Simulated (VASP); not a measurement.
TlBr:

```
Tl Br
1.0
     3.99491    0.00000    0.00000
     0.00000    3.99491    0.00000
     0.00000    0.00000    3.99491
Tl Br
1 1
Direct
  0.00000 0.00000 0.00000
  0.50000 0.50000 0.50000
```

Base run:

| Item | Value |
| --- | --- |
| Program | VASP 6.6.1 |
| Functional | HSE06 |
| Potentials or basis | VASP PAW PBE potentials, release 64 (Tl_d, Br) |
| Cutoff | 400 eV |
| k mesh | 4 × 4 × 4 |
| Occupations | gaussian, width 0.01 eV |
| Spin | no spin polarisation |

Its results: band gap on the k mesh 2.59 eV, direct; pressure 0.6 GPa.

Q: The run is repeated on the same cell with these changes: functional from HSE06 to PBE-based screened hybrid; screening parameter from 0.2079 1/Å to 0.3 1/Å. What comes out?

A: Band gap on the k mesh 2.31 eV, direct; pressure 0.7 GPa.

Caveats: the PAW data sets were made with another functional, which shifts forces and pressure a little; spin-orbit coupling is left out, which moves the levels of the heavy elements.

A k mesh can miss the band edges.
